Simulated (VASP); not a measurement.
# CsBe2Se4 (P6/mmm) in VASP: a series of runs

Runs on CsBe2Se4. Level: PBE. Tasks: single point.

Program: VASP 6.6.1. These are calculated values, not measurements. Logs are shortened: lines on timing, memory, paths and dates and some standing lists are left out, and cuts for length are marked.

### 1 The cell of the first run

Symmetry: P6/mmm, No. 191, hexagonal system. The conventional cell has a = 6.089 Å, b = 6.089 Å, c = 6.323 Å, α = 90.00°, β = 90.00°, γ = 120.00°. Cs (site symmetry 6/mmm) has 12 Se at 3.69 Å and 12 Be at 4.73 Å within 4.9 Å. Be (site symmetry -6m2) has 2 Se at 2.03 Å within 2.7 Å. Se (site symmetry 3m) has 1 Be at 2.03 Å and 1 Se at 2.27 Å within 2.7 Å.

### 2 Single point, PBE

Input file INCAR:

```
SYSTEM = CsBe2Se4
PREC = Accurate
ENCUT = 520
EDIFF = 1E-6
ISMEAR = 0
SIGMA = 0.1
LREAL = .FALSE.
LASPH = .TRUE.
NELM = 80
ALGO = Normal
ISIF = 2
LWAVE = .FALSE.
LCHARG = .TRUE.
GGA = PE
LELF = .TRUE.
LVHAR = .TRUE.
NBANDS = 28
```

Input file KPOINTS:

```
Automatic mesh
0
G
  3 3 4
  0 0 0
```

Input file POSCAR:

```
CsBe2Se4
1.0
    6.0894213500      0.0000000000      0.0000000000
   -3.0447106700      5.2735935800      0.0000000000
    0.0000000000      0.0000000000      6.3229944900
Cs Be Se
1 2 4
Direct
    0.0000000000      0.0000000000      0.0000000000
    0.3333333300      0.6666666700      0.5000000000
    0.6666666700      0.3333333300      0.5000000000
    0.3333333300      0.6666666700      0.1793491500
    0.6666666700      0.3333333300      0.1793491500
    0.6666666700      0.3333333300      0.8206508500
    0.3333333300      0.6666666700      0.8206508500
```

Potentials or basis: VASP PAW PBE potentials, release 64 (Cs_sv, Be, Se).

Started as:

```sh
cat potpaw_PBE.64/Cs_sv/POTCAR potpaw_PBE.64/Be/POTCAR potpaw_PBE.64/Se/POTCAR > POTCAR
mpirun -np 1 vasp_std > vasp.out
```

OUTCAR:

```text
SYSTEM = CsBe2Se4
   PREC = Accurate
   ENCUT = 520
   EDIFF = 1E-6
   ISMEAR = 0
   LREAL = .FALSE.
   LASPH = .TRUE.
   NELM = 80
   ISIF = 2
   GGA = PE

 ion  position               nearest neighbor table
   1  0.000  0.000  0.000-
   2  0.333  0.667  0.500-   4 2.03   7 2.03
   3  0.667  0.333  0.500-   5 2.03   6 2.03
   4  0.333  0.667  0.179-   2 2.03   7 2.27
   5  0.667  0.333  0.179-   3 2.03   6 2.27
   6  0.667  0.333  0.821-   3 2.03   5 2.27
   7  0.333  0.667  0.821-   2 2.03   4 2.27

  LATTYP: Found a hexagonal cell.
 ALAT       =     6.0894213500
 C/A-ratio  =     1.0383571979

  Lattice vectors:

 A1 = (   6.0894213500,   0.0000000000,   0.0000000000)
 A2 = (  -3.0447106700,   5.2735935800,   0.0000000000)
 A3 = (   0.0000000000,   0.0000000000,   6.3229944900)

Analysis of symmetry for initial positions (statically):
=====================================================================
 Subroutine PRICEL returns:
 Original cell was already a primitive cell.

 Routine SETGRP: Setting up the symmetry group for a
 hexagonal supercell.

 Subroutine GETGRP returns: Found 24 space group operations
 (whereof 24 operations were pure point group operations)
 out of a pool of 24 trial point group operations.

The static configuration has the point symmetry D_6h.

Analysis of symmetry for dynamics (positions and initial velocities):
=====================================================================
 Subroutine PRICEL returns:
 Original cell was already a primitive cell.

 Routine SETGRP: Setting up the symmetry group for a
 hexagonal supercell.

 Subroutine GETGRP returns: Found 24 space group operations
 (whereof 24 operations were pure point group operations)
 out of a pool of 24 trial point group operations.

The dynamic configuration has the point symmetry D_6h.

 Subroutine INISYM returns: Found 24 space group operations
 (whereof 24 operations are pure point group operations),
 and found     1 'primitive' translations

----------------------------------------------------------------------------------------

                                     Primitive cell

  volume of cell :     203.0512

  direct lattice vectors                    reciprocal lattice vectors
     6.089421350  0.000000000  0.000000000     0.164219216  0.094812008  0.000000000
    -3.044710670  5.273593580  0.000000000     0.000000000  0.189624017  0.000000000
     0.000000000  0.000000000  6.322994490     0.000000000  0.000000000  0.158152913

  length of vectors
     6.089421350  6.089421345  6.322994490     0.189624017  0.189624017  0.158152913

  position of ions in fractional coordinates (direct lattice)
     0.000000000  0.000000000  0.000000000
     0.333333330  0.666666670  0.500000000
     0.666666670  0.333333330  0.500000000
     0.333333330  0.666666670  0.179349150
     0.666666670  0.333333330  0.179349150
     0.666666670  0.333333330  0.820650850
     0.333333330  0.666666670  0.820650850

  ion indices of the primitive-cell ions
   primitive index   ion index
                 1           1
                 2           2
                 3           3
                 4           4
                 5           5
                 6           6
                 7           7

----------------------------------------------------------------------------------------

 KPOINTS: Automatic mesh

Automatic generation of k-mesh.
 Grid dimensions read from file:
 generate k-points for:    3    3    4

 Generating k-lattice:

  Cartesian coordinates                     Fractional coordinates (reciprocal lattice)
     0.054739739  0.031604003  0.000000000     0.333333333  0.000000000  0.000000000
     0.000000000  0.063208006  0.000000000     0.000000000  0.333333333  0.000000000
     0.000000000  0.000000000  0.039538228     0.000000000  0.000000000  0.250000000

  Length of vectors
     0.063208006  0.063208006  0.039538228

  Shift w.r.t. Gamma in fractional coordinates (k-lattice)
     0.000000000  0.000000000  0.000000000

 Subroutine IBZKPT returns following result:
 ===========================================

 Found      9 irreducible k-points:

 Following reciprocal coordinates:
            Coordinates               Weight
  0.000000  0.000000  0.000000      1.000000
  0.333333 -0.000000  0.000000      6.000000
  0.333333  0.333333  0.000000      2.000000
  0.000000  0.000000  0.250000      2.000000
  0.333333 -0.000000  0.250000     12.000000
  0.333333  0.333333  0.250000      4.000000
  0.000000  0.000000  0.500000      1.000000
  0.333333 -0.000000  0.500000      6.000000
  0.333333  0.333333  0.500000      2.000000
   k-points           NKPTS =      9   k-points in BZ     NKDIM =      9   number of bands    NBANDS=     28
   number of dos      NEDOS =    301   number of ions     NIONS =      7
   total plane-waves  NPLWV = 110592
   dimension x,y,z NGX =    48 NGY =   48 NGZ =   48
   dimension x,y,z NGXF=    96 NGYF=   96 NGZF=   96
   ions per type =               1   2   4
   NGX,Y,Z   is equivalent  to a cutoff of  13.10, 13.10, 12.62 a.u.
   NGXF,Y,Z  is equivalent  to a cutoff of  26.21, 26.21, 25.24 a.u.
 SYSTEM =  CsBe2Se4
   PREC   = accura    normal or accurate (medium, high low for compatibility)
   ISTART =      0    job   : 0-new  1-cont  2-samecut
   ICHARG =      2    charge: 1-file 2-atom 10-const
   ISPIN  =      1    spin polarized calculation?
   LNONCOLLINEAR =      F non collinear calculations
   LSORBIT =      F    spin-orbit coupling
   LASPH  =      T    aspherical Exc in radial PAW
   ENCUT  =  520.0 eV  38.22 Ry    6.18 a.u.  11.32 11.32 11.76*2*pi/ulx,y,z
   NELM   =     80;   NELMIN=  2; NELMDL= -5     # of ELM steps
   EDIFF  = 0.1E-05   stopping-criterion for ELM
   LREAL  =      F    real-space projection
   EDIFFG = 0.1E-04   stopping-criterion for IOM
   NSW    =      0    number of steps for IOM
   IBRION =     -1    ionic relax: 0-MD 1-quasi-New 2-CG
   NFREE  =      0    steps in history (QN), initial steepest desc. (CG)
   ISIF   =      2    stress and relaxation
   ISYM   =      2    0-nonsym 1-usesym 2-fastsym
   POTIM  = 0.5000    time-step for ionic-motion
   TEBEG  =    0.0;   TEEND  =   0.0 temperature during run
   PSTRESS=    0.0 pullay stress
   NELECT =      37.0000    total number of electrons
   NUPDOWN=      -1.0000    fix difference up-down
   EMIN   =  10.00;   EMAX   =-10.00  energy-range for DOS
   EFERMI =   0.00;   METHOD = LEGACY
   ISMEAR =     0;   SIGMA  =   0.10  broadening in eV -4-tet -1-fermi 0-gaus
   EFERMI_NEDOS =   21; number of points for ismear=-14 and -15
   IALGO  =     38    algorithm
   IMIX   =      4    mixing-type and parameters
     AMIX     =   0.40;   BMIX     =  1.00
     AMIX_MAG =   1.60;   BMIX_MAG =  1.00
  volume/ion in A,a.u.               =      29.01       195.75
  Fermi-wavevector in a.u.,A,eV,Ry     =   0.928126  1.753904 11.720300  0.861418
  Thomas-Fermi vector in A             =   2.054269
   LORBIT       =      0    0 simple, 1 ext, 2 COOP (PROOUT), +10 PAW based schemes
   GGA     = PE    functional components
   LHFCALC =     F    Hartree Fock is set to
   AEXX    =    0.0000 exact exchange contribution
   IVDW    =     0    specifies the selected vdW correction
   LEPSILON=     F    determine dielectric tensor
   LRPA    =     F    only Hartree local field effects (RPA)
 non-spin polarized calculation
 Gauss-broadening in eV      SIGMA  =   0.10
  energy-cutoff  :      520.00
  volume of cell :      203.05
 maximum number of plane-waves:      5496
 NGX is ok and might be reduce to    48
   NGX = 23   NGY = 23   NGZ = 23

 number of electron      37.0000003 magnetization

 Free energy of the ion-electron system (eV)
  ---------------------------------------------------
  ext. energy  EPLUGINS =         0.00000000
  ---------------------------------------------------
  free energy    TOTEN  =       -20.26540722 eV

  energy without entropy =      -20.24168959  energy(sigma->0) =      -20.25354840

 E-fermi :   1.6660     XC(G=0):  -7.9994

 val. band max:        1.5984356261   @ k =   0.3333  -0.0000   0.2500
 cond. band min:       1.7088856712   @ k =   0.0000   0.0000   0.0000
 fundamental gap:      0.1104500451
 Fermi energy:         1.6659773463

 k-point     1 :       0.0000    0.0000    0.0000
  band No.  band energies     occupation
      1     -19.4583      2.00000
      2     -13.0874      2.00000
      3     -12.4125      2.00000
      4     -10.3107      2.00000
      5      -9.5810      2.00000
      6      -6.4471      2.00000
[... 20 lines left out ...]
     27       7.2664      0.00000
     28       7.5751      0.00000

 k-point     2 :       0.3333   -0.0000    0.0000
  band No.  band energies     occupation
      1     -19.4532      2.00000
      2     -12.9923      2.00000
      3     -12.5787      2.00000
      4     -10.1607      2.00000
      5      -9.7455      2.00000
      6      -6.5130      2.00000
[... 20 lines left out ...]
     27       6.9803      0.00000
     28       7.3132      0.00000

 k-point     3 :       0.3333    0.3333    0.0000
  band No.  band energies     occupation
      1     -19.4507      2.00000
      2     -12.8056      2.00000
      3     -12.8056      2.00000
      4      -9.9558      2.00000
      5      -9.9558      2.00000
      6      -6.3747      2.00000
[... 20 lines left out ...]
     27       6.8233      0.00000
     28       6.8416      0.00000

 k-point     4 :       0.0000    0.0000    0.2500
  band No.  band energies     occupation
      1     -19.4581      2.00000
      2     -13.0733      2.00000
      3     -12.4096      2.00000
      4     -10.3779      2.00000
      5      -9.6032      2.00000
      6      -6.4451      2.00000
[... 113 lines left out ...]
     27       7.7732      0.00000
     28       7.7732      0.00000

 k-point     8 :       0.3333   -0.0000    0.5000
  band No.  band energies     occupation
      1     -19.4529      2.00000
      2     -12.9678      2.00000
      3     -12.5670      2.00000
      4     -10.2779      2.00000
      5      -9.8125      2.00000
      6      -6.5052      2.00000
[... 20 lines left out ...]
     27       7.4349      0.00000
     28       7.8326      0.00000

 k-point     9 :       0.3333    0.3333    0.5000
  band No.  band energies     occupation
      1     -19.4504      2.00000
      2     -12.7870      2.00000
      3     -12.7870      2.00000
      4     -10.0496      2.00000
      5     -10.0496      2.00000
      6      -6.3949      2.00000
[... 20 lines left out ...]
     27       7.2028      0.00000
     28       7.2686      0.00000

------------------------ aborting loop because EDIFF is reached ----------------------------------------

  FORCE on cell =-STRESS in cart. coord.  units (eV):
  Direction    XX          YY          ZZ          XY          YZ          ZX
  --------------------------------------------------------------------------------------
  -------------------------------------------------------------------------------------
  Total        2.1841642      2.1841642     24.8233887      0.0000000      0.0000000      0.0000000
  in kB       17.2341705     17.2341704    195.8692067      0.0000000      0.0000000      0.0000000
  external PRESSURE =      76.7791825 kB  Pullay stress =       0.0000000 kB

 VOLUME and BASIS-vectors are now :
 -----------------------------------------------------------------------------
  energy-cutoff  :      520.00
  volume of cell :      203.05
      direct lattice vectors                 reciprocal lattice vectors
     6.089421350  0.000000000  0.000000000     0.164219216  0.094812008  0.000000000
    -3.044710670  5.273593580  0.000000000     0.000000000  0.189624017  0.000000000
     0.000000000  0.000000000  6.322994490     0.000000000  0.000000000  0.158152913

 POSITION                                       TOTAL-FORCE (eV/Angst)
 -----------------------------------------------------------------------------------
      0.00000      0.00000      0.00000         0.000000      0.000000     -0.000000
     -0.00000      3.51573      3.16150        -0.000000      0.000000     -0.000000
      3.04471      1.75786      3.16150         0.000000      0.000000     -0.000000
     -0.00000      3.51573      1.13402        -0.000000      0.000000      3.268089
      3.04471      1.75786      1.13402         0.000000     -0.000000      3.268089
      3.04471      1.75786      5.18897         0.000000     -0.000000     -3.268089
     -0.00000      3.51573      5.18897        -0.000000     -0.000000     -3.268089
 -----------------------------------------------------------------------------------
    total drift:                               -0.000000      0.000000     -0.000000

  FREE ENERGIE OF THE ION-ELECTRON SYSTEM (eV)
  ---------------------------------------------------
  free  energy   TOTEN  =       -20.2654072199 eV

  energy  without entropy=      -20.2416895862  energy(sigma->0) =      -20.25354840
```

It took 52 s on 1 thread of Intel Xeon Platinum 8259CL at 2.50GHz (Skylake/Cascade Lake), shared host; peak memory 0.34 GiB.

What came out:

- Free energy: -20.2654 eV
- Pressure: 7.7 GPa
- Largest force: 3.268 eV/Å

Forces in eV/Å, atoms in the order of the input:
```
Cs   0.000  0.000  0.000
Be   0.000  0.000  0.000
Be   0.000  0.000  0.000
Se   0.000  0.000  3.268
Se   0.000  0.000  3.268
Se   0.000  0.000 -3.268
Se   0.000  0.000 -3.268
```

Stress tensor (GPa, compression positive):
```
 1.72  0.00  0.00
 0.00  1.72  0.00
 0.00  0.00 19.59
```

Caveat: the k points lie up to 0.40 Å⁻¹ apart; spin-orbit coupling is left out, which moves the levels of the heavy elements; forces of over 1 eV/Å act on the atoms, so gaps and moduli don't describe the material at rest.

### 3 Single point, PBE

This run uses another cell than the first one, of 32.55 Å³/atom, 1.122 times its volume.

Input file INCAR:

```
  ALGO = Normal
  EDIFF = 1E-6
  ENCUT = 520
  GGA = PE
  ISIF = 2
  ISMEAR = 0
  LASPH = True
  LCHARG = False
  LREAL = False
  LWAVE = False
  NBANDS = 28
  NELM = 80
  PREC = Accurate
  SIGMA = 0.1
```

Input file KPOINTS:

```
k-points
0
Gamma
  9 9 6
```

Input file POSCAR:

```
CsBe2Se4
1.0
    5.6038816326      0.0000000000      0.0000000000
   -2.8019408163      4.8531038536      0.0000000000
    0.0000000000      0.0000000000      8.3792552069
Cs Be Se
1 2 4
Direct
    0.0000000000      0.0000000000      0.0000000000
    0.3333333333      0.6666666667      0.5000000000
    0.6666666667      0.3333333333      0.5000000000
    0.3333333333      0.6666666667      0.2595581013
    0.6666666667      0.3333333333      0.2595581013
    0.6666666667      0.3333333333      0.7404418987
    0.3333333333      0.6666666667      0.7404418987
```

Potentials or basis: VASP PAW PBE potentials, release 64 (Cs_sv, Be, Se).

Started as:

```sh
cat potpaw_PBE.64/Cs_sv/POTCAR potpaw_PBE.64/Be/POTCAR potpaw_PBE.64/Se/POTCAR > POTCAR
mpirun -np 1 vasp_std > vasp.out
```

OUTCAR:

```text
EDIFF = 1E-6
   ENCUT = 520
   GGA = PE
   ISIF = 2
   ISMEAR = 0
   LASPH = True
   LREAL = False
   NELM = 80
   PREC = Accurate

 ion  position               nearest neighbor table
   1  0.000  0.000  0.000-
   2  0.333  0.667  0.500-   4 2.01   7 2.01
   3  0.667  0.333  0.500-   5 2.01   6 2.01
   4  0.333  0.667  0.260-   2 2.01
   5  0.667  0.333  0.260-   3 2.01
   6  0.667  0.333  0.740-   3 2.01
[... 955 lines left out ...]
  -------------------------------------------------------------------------------------
  Total        0.0316349      0.0316349      0.2037685      0.0000000      0.0000000     -0.0000000
  in kB        0.2224144      0.2224144      1.4326290      0.0000000      0.0000000     -0.0000000
  external PRESSURE =       0.6258193 kB  Pullay stress =       0.0000000 kB

 VOLUME and BASIS-vectors are now :
 -----------------------------------------------------------------------------
  energy-cutoff  :      520.00
  volume of cell :      227.88
      direct lattice vectors                 reciprocal lattice vectors
     5.603881633  0.000000000  0.000000000     0.178447738  0.103026849  0.000000000
    -2.801940816  4.853103854  0.000000000     0.000000000  0.206053699  0.000000000
     0.000000000  0.000000000  8.379255207     0.000000000  0.000000000  0.119342349

 POSITION                                       TOTAL-FORCE (eV/Angst)
 -----------------------------------------------------------------------------------
      0.00000      0.00000      0.00000         0.000000      0.000000      0.000000
     -0.00000      3.23540      4.18963        -0.000000     -0.000000      0.000000
      2.80194      1.61770      4.18963         0.000000      0.000000      0.000000
     -0.00000      3.23540      2.17490         0.000000     -0.000000     -0.018585
      2.80194      1.61770      2.17490        -0.000000      0.000000     -0.018585
      2.80194      1.61770      6.20435        -0.000000     -0.000000      0.018585
     -0.00000      3.23540      6.20435         0.000000      0.000000      0.018585
 -----------------------------------------------------------------------------------
    total drift:                               -0.000000      0.000000      0.000000

  FREE ENERGIE OF THE ION-ELECTRON SYSTEM (eV)
  ---------------------------------------------------
  free  energy   TOTEN  =       -23.8752957834 eV

  energy  without entropy=      -23.8625296552  energy(sigma->0) =      -23.86891272
```

stdout:

```text
POSCAR found type information on POSCAR CsBeSe
 POSCAR found :  3 types and       7 ions
 scaLAPACK will be used
 LDA part: xc-table for (Slater+PW92), standard interpolation
 POSCAR, INCAR and KPOINTS ok, starting setup
 FFT: planning ... GRIDC
 FFT: planning ... GRID_SOFT
 FFT: planning ... GRID
 WAVECAR not read
 entering main loop
```

It took 4.6 min on 1 thread of Intel Xeon Platinum 8259CL at 2.50GHz (Skylake/Cascade Lake), shared host; peak memory 0.5 GiB.

Results:

```
Free energy   : -23.8753 eV
Pressure      : 0.1 GPa
Largest force : 0.019 eV/Å
```

Forces in eV/Å, atoms in the order of the input:
```
Cs   0.000  0.000  0.000
Be   0.000  0.000  0.000
Be   0.000  0.000  0.000
Se   0.000  0.000 -0.019
Se   0.000  0.000 -0.019
Se   0.000  0.000  0.019
Se   0.000  0.000  0.019
```

Levels at points of the mesh, in eV from the Fermi level:
| k point | band 14 | band 15 | band 16 | band 17 | band 18 | band 19 | band 20 | band 21 | band 22 | band 23 |
| --- | --- | --- | --- | --- | --- | --- | --- | --- | --- | --- |
| (0.00, 0.00, 0.00) | -2.53 | -2.53 | -2.02 | -0.63 | -0.63 | -0.26 | -0.26 | 2.07 | 2.43 | 2.43 |
| (0.00, 0.00, 0.50) | -2.65 | -2.47 | -2.35 | -0.77 | -0.77 | -0.07 | -0.07 | 2.86 | 2.86 | 3.41 |

Caveat: spin-orbit coupling is left out, which moves the levels of the heavy elements.
